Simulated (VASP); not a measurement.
# Mg5O (P-62m) in VASP: notebook

Runs on Mg5O. Level: PBE. Tasks: single point, relaxation of cell and atoms.

Program: VASP 6.6.1. These are calculated values, not measurements. Logs are shortened: lines on timing, memory, paths and dates and some standing lists are left out, and cuts for length are marked.

## Step 1: The cell of the first run

It takes space group P-62m (No. 189, hexagonal). Conventional cell: a = 4.585 Å, b = 4.585 Å, c = 5.602 Å, α = 90.00°, β = 90.00°, γ = 120.00°. Mg (site symmetry m2m) has 10 Mg at 2.28 to 3.14 Å within 3.2 Å. Mg (site symmetry 3m) has 1 O at 1.42 Å within 1.9 Å. O (site symmetry -62m) has 2 Mg at 1.42 Å within 1.9 Å.

The cell was built from a structure type or drawn by symmetry, and may not be a known phase.

## Step 2: Single point, PBE

Input file INCAR:

```
SYSTEM = Mg5O
PREC = Accurate
ENCUT = 520
EDIFF = 1E-7
ISMEAR = 0
SIGMA = 0.1
LREAL = .FALSE.
LASPH = .TRUE.
NELM = 80
ALGO = Normal
ISIF = 2
LWAVE = .FALSE.
LCHARG = .FALSE.
GGA = PE
NBANDS = 17
```

Input file KPOINTS:

```
Automatic mesh
0
G
  6 6 4
  0 0 0
```

Input file POSCAR:

```
Mg5O
1.0
    4.5852991200      0.0000000000      0.0000000000
   -2.2926495600      3.9709855200      0.0000000000
    0.0000000000      0.0000000000      5.6016324600
Mg O
5 1
Direct
    0.6044032200      0.0000000000      0.5000000000
    0.0000000000      0.6044032200      0.5000000000
    0.3955967800      0.3955967800      0.5000000000
    0.0000000000      0.0000000000      0.7472294900
    0.0000000000      0.0000000000      0.2527705100
    0.0000000000      0.0000000000      0.0000000000
```

Potentials or basis: VASP PAW PBE potentials, release 64 (Mg, O).

Launch:

```bash
> cat potpaw_PBE.64/Mg/POTCAR potpaw_PBE.64/O/POTCAR > POTCAR
> mpirun -np 1 vasp_std > vasp.out
```

OUTCAR:

```text
SYSTEM = Mg5O
   PREC = Accurate
   ENCUT = 520
   EDIFF = 1E-7
   ISMEAR = 0
   LREAL = .FALSE.
   LASPH = .TRUE.
   NELM = 80
   ISIF = 2
   GGA = PE

 ion  position               nearest neighbor table
   1  0.604  0.000  0.500-   4 2.28   5 2.28   2 2.44   3 2.44   2 2.44   3 2.44   4 3.10   5 3.10
                             2 3.14   3 3.14
   2  0.000  0.604  0.500-   4 2.28   5 2.28   1 2.44   1 2.44   3 2.44   3 2.44   5 3.10   4 3.10
                             3 3.14   1 3.14
   3  0.396  0.396  0.500-   4 2.28   5 2.28   1 2.44   1 2.44   2 2.44   2 2.44   4 3.10   5 3.10
                             2 3.14   1 3.14
   4  0.000  0.000  0.747-   6 1.42   3 2.28   2 2.28   1 2.28   5 2.77   5 2.83   2 3.10   3 3.10
                             1 3.10
   5  0.000  0.000  0.253-   6 1.42   3 2.28   2 2.28   1 2.28   4 2.77   4 2.83   2 3.10   3 3.10
                             1 3.10
   6  0.000  0.000  0.000-   4 1.42   5 1.42

  LATTYP: Found a hexagonal cell.
 ALAT       =     4.5852991200
 C/A-ratio  =     1.2216503904

  Lattice vectors:

 A1 = (   4.5852991200,   0.0000000000,   0.0000000000)
 A2 = (  -2.2926495600,   3.9709855200,   0.0000000000)
 A3 = (   0.0000000000,   0.0000000000,   5.6016324600)

Analysis of symmetry for initial positions (statically):
=====================================================================
 Subroutine PRICEL returns:
 Original cell was already a primitive cell.

 Routine SETGRP: Setting up the symmetry group for a
 hexagonal supercell.

 Subroutine GETGRP returns: Found 12 space group operations
 (whereof 12 operations were pure point group operations)
 out of a pool of 24 trial point group operations.

The static configuration has the point symmetry D_3h.

Analysis of symmetry for dynamics (positions and initial velocities):
=====================================================================
 Subroutine PRICEL returns:
 Original cell was already a primitive cell.

 Routine SETGRP: Setting up the symmetry group for a
 hexagonal supercell.

 Subroutine GETGRP returns: Found 12 space group operations
 (whereof 12 operations were pure point group operations)
 out of a pool of 24 trial point group operations.

The dynamic configuration has the point symmetry D_3h.

 Subroutine INISYM returns: Found 12 space group operations
 (whereof 12 operations are pure point group operations),
 and found     1 'primitive' translations

----------------------------------------------------------------------------------------

                                     Primitive cell

  volume of cell :     101.9954

  direct lattice vectors                    reciprocal lattice vectors
     4.585299120  0.000000000  0.000000000     0.218088280  0.125913327  0.000000000
    -2.292649560  3.970985520  0.000000000     0.000000000  0.251826655  0.000000000
     0.000000000  0.000000000  5.601632460     0.000000000  0.000000000  0.178519388

  length of vectors
     4.585299120  4.585299118  5.601632460     0.251826655  0.251826655  0.178519388

  position of ions in fractional coordinates (direct lattice)
     0.604403220  0.000000000  0.500000000
     0.000000000  0.604403220  0.500000000
     0.395596780  0.395596780  0.500000000
     0.000000000  0.000000000  0.747229490
     0.000000000  0.000000000  0.252770510
     0.000000000  0.000000000  0.000000000

  ion indices of the primitive-cell ions
   primitive index   ion index
                 1           1
                 2           2
                 3           3
                 4           4
                 5           5
                 6           6

----------------------------------------------------------------------------------------

 KPOINTS: Automatic mesh

Automatic generation of k-mesh.
 Grid dimensions read from file:
 generate k-points for:    6    6    4

 Generating k-lattice:

  Cartesian coordinates                     Fractional coordinates (reciprocal lattice)
     0.036348047  0.020985555  0.000000000     0.166666667  0.000000000  0.000000000
     0.000000000  0.041971109  0.000000000     0.000000000  0.166666667  0.000000000
     0.000000000  0.000000000  0.044629847     0.000000000  0.000000000  0.250000000

  Length of vectors
     0.041971109  0.041971109  0.044629847

  Shift w.r.t. Gamma in fractional coordinates (k-lattice)
     0.000000000  0.000000000  0.000000000

 Subroutine IBZKPT returns following result:
 ===========================================

 Found     21 irreducible k-points:

 Following reciprocal coordinates:
            Coordinates               Weight
  0.000000  0.000000  0.000000      1.000000
  0.166667 -0.000000  0.000000      6.000000
  0.333333 -0.000000  0.000000      6.000000
  0.500000 -0.000000  0.000000      3.000000
  0.166667  0.166667  0.000000      6.000000
  0.333333  0.166667  0.000000     12.000000
[... 13 lines left out ...]
  0.333333  0.166667  0.500000     12.000000
  0.333333  0.333333  0.500000      2.000000
   k-points           NKPTS =     21   k-points in BZ     NKDIM =     21   number of bands    NBANDS=     17
   number of dos      NEDOS =    301   number of ions     NIONS =      6
   total plane-waves  NPLWV =  54432
   dimension x,y,z NGX =    36 NGY =   36 NGZ =   42
   dimension x,y,z NGXF=    72 NGYF=   72 NGZF=   84
   ions per type =               5   1
   NGX,Y,Z   is equivalent  to a cutoff of  13.05, 13.05, 12.46 a.u.
   NGXF,Y,Z  is equivalent  to a cutoff of  26.10, 26.10, 24.93 a.u.
 SYSTEM =  Mg5O
   PREC   = accura    normal or accurate (medium, high low for compatibility)
   ISTART =      0    job   : 0-new  1-cont  2-samecut
   ICHARG =      2    charge: 1-file 2-atom 10-const
   ISPIN  =      1    spin polarized calculation?
   LNONCOLLINEAR =      F non collinear calculations
   LSORBIT =      F    spin-orbit coupling
   LASPH  =      T    aspherical Exc in radial PAW
   ENCUT  =  520.0 eV  38.22 Ry    6.18 a.u.   8.53  8.53 10.42*2*pi/ulx,y,z
   NELM   =     80;   NELMIN=  2; NELMDL= -5     # of ELM steps
   EDIFF  = 0.1E-06   stopping-criterion for ELM
   LREAL  =      F    real-space projection
   EDIFFG = 0.1E-05   stopping-criterion for IOM
   NSW    =      0    number of steps for IOM
   IBRION =     -1    ionic relax: 0-MD 1-quasi-New 2-CG
   NFREE  =      0    steps in history (QN), initial steepest desc. (CG)
   ISIF   =      2    stress and relaxation
   ISYM   =      2    0-nonsym 1-usesym 2-fastsym
   POTIM  = 0.5000    time-step for ionic-motion
   TEBEG  =    0.0;   TEEND  =   0.0 temperature during run
   PSTRESS=    0.0 pullay stress
   NELECT =      16.0000    total number of electrons
   NUPDOWN=      -1.0000    fix difference up-down
   EMIN   =  10.00;   EMAX   =-10.00  energy-range for DOS
   EFERMI =   0.00;   METHOD = LEGACY
   ISMEAR =     0;   SIGMA  =   0.10  broadening in eV -4-tet -1-fermi 0-gaus
   EFERMI_NEDOS =   21; number of points for ismear=-14 and -15
   IALGO  =     38    algorithm
   IMIX   =      4    mixing-type and parameters
     AMIX     =   0.40;   BMIX     =  1.00
     AMIX_MAG =   1.60;   BMIX_MAG =  1.00
  volume/ion in A,a.u.               =      17.00       114.72
  Fermi-wavevector in a.u.,A,eV,Ry     =   0.882920  1.668477 10.606388  0.779548
  Thomas-Fermi vector in A             =   2.003616
   LORBIT       =      0    0 simple, 1 ext, 2 COOP (PROOUT), +10 PAW based schemes
   GGA     = PE    functional components
   LHFCALC =     F    Hartree Fock is set to
   AEXX    =    0.0000 exact exchange contribution
   IVDW    =     0    specifies the selected vdW correction
   LEPSILON=     F    determine dielectric tensor
   LRPA    =     F    only Hartree local field effects (RPA)
 non-spin polarized calculation
 Gauss-broadening in eV      SIGMA  =   0.10
  energy-cutoff  :      520.00
  volume of cell :      102.00
 maximum number of plane-waves:      2787
 NGX is ok and might be reduce to    36
   NGX = 17   NGY = 17   NGZ = 21

 number of electron      15.9999998 magnetization

 Free energy of the ion-electron system (eV)
  ---------------------------------------------------
  ext. energy  EPLUGINS =         0.00000000
  ---------------------------------------------------
  free energy    TOTEN  =         1.40368029 eV

  energy without entropy =        1.42361789  energy(sigma->0) =        1.41364909

 E-fermi :   2.8433     XC(G=0):  -8.6352

 val. band max:        2.8417557183   @ k =   0.0000   0.0000   0.5000
 cond. band min:       2.8544555006   @ k =   0.5000  -0.0000   0.0000
 fundamental gap:      0.0126997824
 Fermi energy:         2.8433487205

 k-point     1 :       0.0000    0.0000    0.0000
  band No.  band energies     occupation
      1     -14.4555      2.00000
      2      -4.7779      2.00000
      3      -0.8099      2.00000
      4      -0.2831      2.00000
      5      -0.2831      2.00000
      6       2.1051      2.00000
[... 9 lines left out ...]
     16       9.3847      0.00000
     17       9.5164      0.00000

 k-point     2 :       0.1667   -0.0000    0.0000
  band No.  band energies     occupation
      1     -14.4508      2.00000
      2      -4.5295      2.00000
      3      -0.6991      2.00000
      4      -0.4577      2.00000
      5      -0.3223      2.00000
      6       1.3926      2.00000
[... 9 lines left out ...]
     16       8.3899      0.00000
     17      10.5232      0.00000

 k-point     3 :       0.3333   -0.0000    0.0000
  band No.  band energies     occupation
      1     -14.4416      2.00000
      2      -3.7989      2.00000
      3      -1.2305      2.00000
      4      -0.4577      2.00000
      5      -0.4016      2.00000
      6       0.1160      2.00000
[... 9 lines left out ...]
     16       9.4098      0.00000
     17      10.7849      0.00000

 k-point     4 :       0.5000   -0.0000    0.0000
  band No.  band energies     occupation
      1     -14.4368      2.00000
      2      -2.7667      2.00000
      3      -2.4798      2.00000
      4      -0.4417      2.00000
      5      -0.3263      2.00000
      6      -0.1523      2.00000
[... 9 lines left out ...]
     16      10.2087      0.00000
     17      10.3676      0.00000

 k-point     5 :       0.1667    0.1667    0.0000
  band No.  band energies     occupation
      1     -14.4438      2.00000
      2      -4.0397      2.00000
      3      -0.7553      2.00000
      4      -0.5220      2.00000
      5      -0.5070      2.00000
      6       0.5871      2.00000
[... 9 lines left out ...]
     16       9.1691      0.00000
     17      10.8694      0.00000

 k-point     6 :       0.3333    0.1667    0.0000
  band No.  band energies     occupation
      1     -14.4369      2.00000
      2      -3.0976      2.00000
      3      -1.7606      2.00000
      4      -0.7605      2.00000
      5      -0.3327      2.00000
      6      -0.0559      2.00000
[... 9 lines left out ...]
     16       9.4514      0.00000
     17      10.7062      0.00000
[... 221 lines left out ...]
 k-point    18 :       0.5000   -0.0000    0.5000
  band No.  band energies     occupation
      1     -14.4229      2.00000
      2      -3.1486      2.00000
      3      -2.1375      2.00000
      4      -0.8901      2.00000
      5      -0.3536      2.00000
      6       0.4954      2.00000
[... 9 lines left out ...]
     16      11.0521      0.00000
     17      11.2035      0.00000

 k-point    19 :       0.1667    0.1667    0.5000
  band No.  band energies     occupation
      1     -14.4290      2.00000
      2      -4.2068      2.00000
      3      -0.7193      2.00000
      4      -0.3506      2.00000
      5      -0.3487      2.00000
      6       0.7255      2.00000
[... 9 lines left out ...]
     16       9.3403      0.00000
     17       9.6239      0.00000

 k-point    20 :       0.3333    0.1667    0.5000
  band No.  band energies     occupation
      1     -14.4228      2.00000
      2      -3.3146      2.00000
      3      -1.5647      2.00000
      4      -0.8188      2.00000
      5      -0.4504      2.00000
      6      -0.0885      2.00000
[... 9 lines left out ...]
     16      10.7469      0.00000
     17      11.0029      0.00000

 k-point    21 :       0.3333    0.3333    0.5000
  band No.  band energies     occupation
      1     -14.4208      2.00000
      2      -2.7615      2.00000
      3      -1.3903      2.00000
      4      -1.3903      2.00000
      5      -0.6741      2.00000
      6      -0.6741      2.00000
[... 9 lines left out ...]
     16      10.6751      0.00000
     17      10.6751      0.00000

------------------------ aborting loop because EDIFF is reached ----------------------------------------

  FORCE on cell =-STRESS in cart. coord.  units (eV):
  Direction    XX          YY          ZZ          XY          YZ          ZX
  --------------------------------------------------------------------------------------
  -------------------------------------------------------------------------------------
  Total       27.3290255     27.3290254     84.0156644      0.0000000     -0.0000000     -0.0000000
  in kB      429.2933313    429.2933309   1319.7457230      0.0000000     -0.0000000     -0.0000000
  external PRESSURE =     726.1107951 kB  Pullay stress =       0.0000000 kB

 VOLUME and BASIS-vectors are now :
 -----------------------------------------------------------------------------
  energy-cutoff  :      520.00
  volume of cell :      102.00
      direct lattice vectors                 reciprocal lattice vectors
     4.585299120  0.000000000  0.000000000     0.218088280  0.125913327  0.000000000
    -2.292649560  3.970985520  0.000000000     0.000000000  0.251826655  0.000000000
     0.000000000  0.000000000  5.601632460     0.000000000  0.000000000  0.178519388

 POSITION                                       TOTAL-FORCE (eV/Angst)
 -----------------------------------------------------------------------------------
      2.77137      0.00000      2.80082        -2.481975      0.000000      0.000000
     -1.38568      2.40008      2.80082         1.240987     -2.149453     -0.000000
      0.90696      1.57091      2.80082         1.240987      2.149453      0.000000
      0.00000      0.00000      4.18570        -0.000000      0.000000    -16.432015
      0.00000      0.00000      1.41593        -0.000000      0.000000     16.432015
      0.00000      0.00000      0.00000        -0.000000      0.000000      0.000000
 -----------------------------------------------------------------------------------
    total drift:                               -0.000000     -0.000000     -0.000000

  FREE ENERGIE OF THE ION-ELECTRON SYSTEM (eV)
  ---------------------------------------------------
  free  energy   TOTEN  =         1.4036802874 eV

  energy  without entropy=        1.4236178868  energy(sigma->0) =        1.41364909
```

It took 20 s on 1 thread of Intel Xeon 6975P-C (Granite Rapids), shared host; peak memory 0.23 GiB.

What came out:

- Free energy: 1.4037 eV
- Pressure: 72.6 GPa
- Largest force: 16.432 eV/Å
- Band gap on the k mesh: zero (bands 8 and 9 overlap by 0.96 eV)

Forces in eV/Å, atoms in the order of the input:
```
Mg   -2.482   0.000   0.000
Mg    1.241  -2.149   0.000
Mg    1.241   2.149   0.000
Mg    0.000   0.000 -16.432
Mg    0.000   0.000  16.432
O     0.000   0.000   0.000
```

Stress tensor (GPa, compression positive):
```
 42.93   0.00   0.00
  0.00  42.93   0.00
  0.00   0.00 131.97
```

Levels at points of the mesh, in eV from the Fermi level:
```csv
k point,band 5,band 6,band 7,band 8,band 9,band 10,band 11,band 12
"(0.00, 0.00, 0.00)",-3.13,-0.74,0.11,0.11,0.14,0.77,2.68,3.22
"(0.50, 0.00, 0.00)",-3.17,-3.00,-1.45,-0.21,0.01,1.03,3.84,4.33
"(0.00, 0.00, 0.50)",-2.55,-2.53,0.00,0.00,0.57,0.84,3.43,3.43
"(0.50, 0.00, 0.50)",-3.20,-2.35,-1.39,-0.25,-0.16,0.37,3.99,4.28
```

Caveat: atoms lie so close that the PAW spheres overlap strongly, which falsifies energies and pressures; the cell stands under pressure; forces of over 1 eV/Å act on the atoms, so gaps and moduli don't describe the material at rest.

(Part 1 of 2 ends here.)
